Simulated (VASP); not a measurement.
# Lu (P6_3/mmc) in VASP: a series of runs

Lu is run at these levels: PBE; tasks: single point.

Everything below comes from runs of VASP 6.6.1. Logs are shortened: lines on timing, memory, paths and dates and some standing lists are left out, and cuts for length are marked.

### 1 The cell of the first run

The structure is hexagonal, space group P6_3/mmc (No. 194). The conventional cell has a = 3.377 Å, b = 3.377 Å, c = 5.252 Å, α = 90.00°, β = 90.00°, γ = 120.00°. Within 4.3 Å of Lu (site symmetry -6m2) lie 12 Lu at 3.27 to 3.38 Å.

### 2 Single point, PBE

INCAR

```
SYSTEM = Lu
PREC     = Accurate       ! precision mode
ENCUT    = 520            ! plane-wave cutoff, eV
EDIFF    = 1E-6           ! SCF threshold, eV
ISMEAR   = -1             ! smearing method
SIGMA    = 0.05           ! smearing width, eV
LREAL    = .False.        ! projectors in reciprocal space
LASPH    = .True.         ! aspherical terms in the spheres
NELM     = 60             ! most SCF steps
ALGO     = Normal         ! electronic algorithm
ISIF     = 2              ! what is computed and relaxed
LWAVE    = .False.        ! write WAVECAR
LCHARG   = .True.         ! write CHGCAR
GGA      = PE             ! functional
LELF     = .True.         ! ELF
LVHAR    = .True.       
NBANDS   = 32             ! bands
```

KPOINTS

```
Automatic mesh
0
Gamma
  13 13 7
  0 0 0
```

POSCAR

```
Lu
1.0
    3.3765532764      0.0000000000      0.0000000000
   -1.6882766382      2.9241809146      0.0000000000
    0.0000000000      0.0000000000      5.2515936476
Lu
2
Direct
    0.3333333333      0.6666666667      0.2500000000
    0.6666666667      0.3333333333      0.7500000000
```

Potentials or basis: VASP PAW PBE potentials, release 64 (Lu).

Run with:

```
> cat potpaw_PBE.64/Lu/POTCAR > POTCAR
> mpirun -np 1 vasp_std > vasp.out
```

OUTCAR:

```text
SYSTEM = Lu
   PREC = Accurate
   ENCUT = 520
   EDIFF = 1E-6
   ISMEAR = -1
   LREAL = .False.
   LASPH = .True.
   NELM = 60
   ISIF = 2
   GGA = PE

 ion  position               nearest neighbor table
   1  0.333  0.667  0.250-   2 3.27   2 3.27   2 3.27   2 3.27   2 3.27   2 3.27
   2  0.667  0.333  0.750-   1 3.27   1 3.27   1 3.27   1 3.27   1 3.27   1 3.27

  LATTYP: Found a hexagonal cell.
 ALAT       =     3.3765532764
 C/A-ratio  =     1.5553119462

  Lattice vectors:

 A1 = (   3.3765532764,   0.0000000000,   0.0000000000)
 A2 = (  -1.6882766382,   2.9241809146,   0.0000000000)
 A3 = (   0.0000000000,   0.0000000000,   5.2515936476)

Analysis of symmetry for initial positions (statically):
=====================================================================
 Subroutine PRICEL returns:
 Original cell was already a primitive cell.

 Routine SETGRP: Setting up the symmetry group for a
 hexagonal supercell.

 Subroutine GETGRP returns: Found 24 space group operations
 (whereof 12 operations were pure point group operations)
 out of a pool of 24 trial point group operations.

The static configuration has the point symmetry D_3d.
 The point group associated with its full space group is D_6h.

Analysis of symmetry for dynamics (positions and initial velocities):
=====================================================================
 Subroutine PRICEL returns:
 Original cell was already a primitive cell.

 Routine SETGRP: Setting up the symmetry group for a
 hexagonal supercell.

 Subroutine GETGRP returns: Found 24 space group operations
 (whereof 12 operations were pure point group operations)
 out of a pool of 24 trial point group operations.

The dynamic configuration has the point symmetry D_3d.
 The point group associated with its full space group is D_6h.

 Subroutine INISYM returns: Found 24 space group operations
 (whereof 12 operations are pure point group operations),
 and found     1 'primitive' translations

----------------------------------------------------------------------------------------

                                     Primitive cell

  volume of cell :      51.8524

  direct lattice vectors                    reciprocal lattice vectors
     3.376553276  0.000000000  0.000000000     0.296159995  0.170988053  0.000000000
    -1.688276638  2.924180915  0.000000000     0.000000000  0.341976105  0.000000000
     0.000000000  0.000000000  5.251593648     0.000000000  0.000000000  0.190418389

  length of vectors
     3.376553276  3.376553276  5.251593648     0.341976105  0.341976105  0.190418389

  position of ions in fractional coordinates (direct lattice)
     0.333333333  0.666666667  0.250000000
     0.666666667  0.333333333  0.750000000

  ion indices of the primitive-cell ions
   primitive index   ion index
                 1           1
                 2           2

----------------------------------------------------------------------------------------

 KPOINTS: Automatic mesh

Automatic generation of k-mesh.
 Grid dimensions read from file:
 generate k-points for:   13   13    7

 Generating k-lattice:

  Cartesian coordinates                     Fractional coordinates (reciprocal lattice)
     0.022781538  0.013152927  0.000000000     0.076923077 -0.000000000  0.000000000
     0.000000000  0.026305854  0.000000000     0.000000000  0.076923077  0.000000000
     0.000000000  0.000000000  0.027202627     0.000000000  0.000000000  0.142857143

  Length of vectors
     0.026305854  0.026305854  0.027202627

  Shift w.r.t. Gamma in fractional coordinates (k-lattice)
     0.000000000  0.000000000  0.000000000

 Subroutine IBZKPT returns following result:
 ===========================================

 Found     84 irreducible k-points:

 Following reciprocal coordinates:
            Coordinates               Weight
  0.000000  0.000000  0.000000      1.000000
  0.076923 -0.000000  0.000000      6.000000
  0.153846 -0.000000  0.000000      6.000000
  0.230769 -0.000000  0.000000      6.000000
  0.307692 -0.000000  0.000000      6.000000
  0.384615  0.000000  0.000000      6.000000
[... 16 lines left out ...]
  0.076923 -0.000000  0.142857     12.000000
  0.153846 -0.000000  0.142857     12.000000
 [... further k-points ...]
   k-points           NKPTS =     84   k-points in BZ     NKDIM =     84   number of bands    NBANDS=     32
   number of dos      NEDOS =    301   number of ions     NIONS =      2
   total plane-waves  NPLWV =  31360
   dimension x,y,z NGX =    28 NGY =   28 NGZ =   40
   dimension x,y,z NGXF=    56 NGYF=   56 NGZF=   80
   ions per type =               2
   NGX,Y,Z   is equivalent  to a cutoff of  13.79, 13.79, 12.66 a.u.
   NGXF,Y,Z  is equivalent  to a cutoff of  27.57, 27.57, 25.33 a.u.
 SYSTEM =  Lu
   PREC   = accura    normal or accurate (medium, high low for compatibility)
   ISTART =      0    job   : 0-new  1-cont  2-samecut
   ICHARG =      2    charge: 1-file 2-atom 10-const
   ISPIN  =      1    spin polarized calculation?
   LNONCOLLINEAR =      F non collinear calculations
   LSORBIT =      F    spin-orbit coupling
   LASPH  =      T    aspherical Exc in radial PAW
   ENCUT  =  520.0 eV  38.22 Ry    6.18 a.u.   6.28  6.28  9.76*2*pi/ulx,y,z
   NELM   =     60;   NELMIN=  2; NELMDL= -5     # of ELM steps
   EDIFF  = 0.1E-05   stopping-criterion for ELM
   LREAL  =      F    real-space projection
   EDIFFG = 0.1E-04   stopping-criterion for IOM
   NSW    =      0    number of steps for IOM
   IBRION =     -1    ionic relax: 0-MD 1-quasi-New 2-CG
   NFREE  =      0    steps in history (QN), initial steepest desc. (CG)
   ISIF   =      2    stress and relaxation
   ISYM   =      2    0-nonsym 1-usesym 2-fastsym
   POTIM  = 0.5000    time-step for ionic-motion
   TEBEG  =    0.0;   TEEND  =   0.0 temperature during run
   PSTRESS=    0.0 pullay stress
   NELECT =      50.0000    total number of electrons
   NUPDOWN=      -1.0000    fix difference up-down
   EMIN   =  10.00;   EMAX   =-10.00  energy-range for DOS
   EFERMI =   0.00;   METHOD = LEGACY
   ISMEAR =    -1;   SIGMA  =   0.05  broadening in eV -4-tet -1-fermi 0-gaus
   EFERMI_NEDOS =   21; number of points for ismear=-14 and -15
   IALGO  =     38    algorithm
   IMIX   =      4    mixing-type and parameters
     AMIX     =   0.40;   BMIX     =  1.00
     AMIX_MAG =   1.60;   BMIX_MAG =  1.00
  volume/ion in A,a.u.               =      25.93       174.96
  Fermi-wavevector in a.u.,A,eV,Ry     =   1.617367  3.056380 35.591143  2.615875
  Thomas-Fermi vector in A             =   2.711803
   LORBIT       =      0    0 simple, 1 ext, 2 COOP (PROOUT), +10 PAW based schemes
   GGA     = PE    functional components
   LHFCALC =     F    Hartree Fock is set to
   AEXX    =    0.0000 exact exchange contribution
   IVDW    =     0    specifies the selected vdW correction
   LEPSILON=     F    determine dielectric tensor
   LRPA    =     F    only Hartree local field effects (RPA)
 non-spin polarized calculation
  energy-cutoff  :      520.00
  volume of cell :       51.85
 maximum number of plane-waves:      1413
 NGX is ok and might be reduce to    28
   NGX = 13   NGY = 13   NGZ = 19

 number of electron      49.9999981 magnetization

 Free energy of the ion-electron system (eV)
  ---------------------------------------------------
  ext. energy  EPLUGINS =         0.00000000
  ---------------------------------------------------
  free energy    TOTEN  =        -8.92478297 eV

  energy without entropy =       -8.89726485  energy(sigma->0) =       -8.91102391

 E-fermi :   2.6927     XC(G=0): -11.2350

 val. band max:        2.6817508145   @ k =   0.3846   0.0769   0.4286
 cond. band min:       2.6942205965   @ k =   0.3077   0.0769   0.0000
 fundamental gap:      0.0124697820
 Fermi energy:         2.6926544590

 k-point     1 :       0.0000    0.0000    0.0000
  band No.  band energies     occupation
      1     -53.2606      2.00000
      2     -53.1985      2.00000
      3     -24.3708      2.00000
      4     -23.7346      2.00000
      5     -23.7346      2.00000
      6     -23.6103      2.00000
[... 24 lines left out ...]
     31       6.3824      0.00000
     32       6.3824      0.00000

 k-point     2 :       0.0769   -0.0000    0.0000
  band No.  band energies     occupation
      1     -53.2582      2.00000
      2     -53.1978      2.00000
      3     -24.3568      2.00000
      4     -23.7623      2.00000
      5     -23.7442      2.00000
      6     -23.6399      2.00000
[... 24 lines left out ...]
     31       6.1490      0.00000
     32       6.2134      0.00000

 k-point     3 :       0.1538   -0.0000    0.0000
  band No.  band energies     occupation
      1     -53.2516      2.00000
      2     -53.1958      2.00000
      3     -24.3166      2.00000
      4     -23.8394      2.00000
      5     -23.7702      2.00000
      6     -23.7201      2.00000
[... 24 lines left out ...]
     31       6.2853      0.00000
     32       6.4102      0.00000

 k-point     4 :       0.2308   -0.0000    0.0000
  band No.  band energies     occupation
      1     -53.2419      2.00000
      2     -53.1935      2.00000
      3     -24.2548      2.00000
      4     -23.9485      2.00000
      5     -23.8286      2.00000
      6     -23.8054      2.00000
[... 24 lines left out ...]
     31       6.8713      0.00000
     32       7.0962      0.00000

 k-point     5 :       0.3077   -0.0000    0.0000
  band No.  band energies     occupation
      1     -53.2308      2.00000
      2     -53.1917      2.00000
      3     -24.1792      2.00000
      4     -24.0646      2.00000
      5     -23.9386      2.00000
      6     -23.8413      2.00000
[... 584 lines left out ...]
     31       8.7927      0.00000
     32       8.9345      0.00000

 k-point    22 :       0.0000    0.0000    0.1429
  band No.  band energies     occupation
      1     -53.2575      2.00000
      2     -53.2016      2.00000
      3     -24.3336      2.00000
      4     -23.7285      2.00000
      5     -23.7285      2.00000
      6     -23.6165      2.00000
[... 24 lines left out ...]
     31       6.6886      0.00000
     32       6.6886      0.00000

 k-point    23 :       0.0769   -0.0000    0.1429
  band No.  band energies     occupation
      1     -53.2552      2.00000
      2     -53.2008      2.00000
      3     -24.3216      2.00000
      4     -23.7552      2.00000
      5     -23.7378      2.00000
      6     -23.6610      2.00000
[... 24 lines left out ...]
     31       6.5768      0.00000
     32       6.6110      0.00000

 k-point    24 :       0.1538   -0.0000    0.1429
  band No.  band energies     occupation
      1     -53.2489      2.00000
      2     -53.1986      2.00000
      3     -24.2879      2.00000
      4     -23.8290      2.00000
      5     -23.7631      2.00000
      6     -23.7473      2.00000
[... 24 lines left out ...]
     31       6.5285      0.00000
     32       6.6571      0.00000

 [... further k-points ...]

------------------------ aborting loop because EDIFF is reached ----------------------------------------

  FORCE on cell =-STRESS in cart. coord.  units (eV):
  Direction    XX          YY          ZZ          XY          YZ          ZX
  --------------------------------------------------------------------------------------
  -------------------------------------------------------------------------------------
  Total        2.1645020      2.1645020      2.1703130     -0.0000000      0.0000000      0.0000000
  in kB       66.8805161     66.8805161     67.0600696     -0.0000000      0.0000000      0.0000000
  external PRESSURE =      66.9403673 kB  Pullay stress =       0.0000000 kB

 VOLUME and BASIS-vectors are now :
 -----------------------------------------------------------------------------
  energy-cutoff  :      520.00
  volume of cell :       51.85
      direct lattice vectors                 reciprocal lattice vectors
     3.376553276  0.000000000  0.000000000     0.296159995  0.170988053  0.000000000
    -1.688276638  2.924180915  0.000000000     0.000000000  0.341976105  0.000000000
     0.000000000  0.000000000  5.251593648     0.000000000  0.000000000  0.190418389

 POSITION                                       TOTAL-FORCE (eV/Angst)
 -----------------------------------------------------------------------------------
     -0.00000      1.94945      1.31290        -0.000000     -0.000000      0.000000
      1.68828      0.97473      3.93870         0.000000      0.000000      0.000000
 -----------------------------------------------------------------------------------
    total drift:                               -0.000000      0.000000     -0.000000

  FREE ENERGIE OF THE ION-ELECTRON SYSTEM (eV)
  ---------------------------------------------------
  free  energy   TOTEN  =        -8.9247829699 eV

  energy  without entropy=       -8.8972648525  energy(sigma->0) =       -8.91102391
```

Wall time 3.6 min (1 thread of AMD EPYC 7R13, shared host); peak memory 0.26 GiB.

What came out:

```
Free energy            : -8.9248 eV
Pressure               : 6.7 GPa
Band gap on the k mesh : zero (bands 25 and 26 overlap by 1.76 eV)
```

Caveat: the cell stands under pressure; spin-orbit coupling is left out, which moves the levels of the heavy elements.

### 3 Single point, PBE

INCAR

```
PREC = Accurate ; ENCUT = 520
EDIFF = 1E-6 ; ISMEAR = -1
SIGMA = 0.05 ; LREAL = False
LASPH = True ; NELM = 100
ALGO = Normal ; ISIF = 2
LWAVE = False ; LCHARG = False
GGA = PE ; NBANDS = 32
```

KPOINTS

```
regular mesh
0
Gamma
  13 13 7
```

POSCAR is that of step 2.

Potentials or basis: VASP PAW PBE potentials, release 64 (Lu).

Run with:

```
> cat potpaw_PBE.64/Lu/POTCAR > POTCAR
> mpirun -np 1 vasp_std > vasp.out
```

Run time: 3.7 min. Hardware: 1 thread of AMD EPYC 7R13, shared host; peak memory 0.26 GiB.

It converged, with:

* Free energy: -8.9248 eV
* Pressure: 6.7 GPa
* Band gap on the k mesh: zero (bands 25 and 26 overlap by 1.76 eV)

Levels at points of the mesh, in eV from the Fermi level:
| k point | band 22 | band 23 | band 24 | band 25 | band 26 | band 27 | band 28 | band 29 |
| --- | --- | --- | --- | --- | --- | --- | --- | --- |
| (0.00, 0.00, 0.00) | -4.65 | -4.65 | -2.60 | 1.11 | 2.27 | 2.27 | 2.81 | 3.14 |

Caveat: the cell stands under pressure; spin-orbit coupling is left out, which moves the levels of the heavy elements.
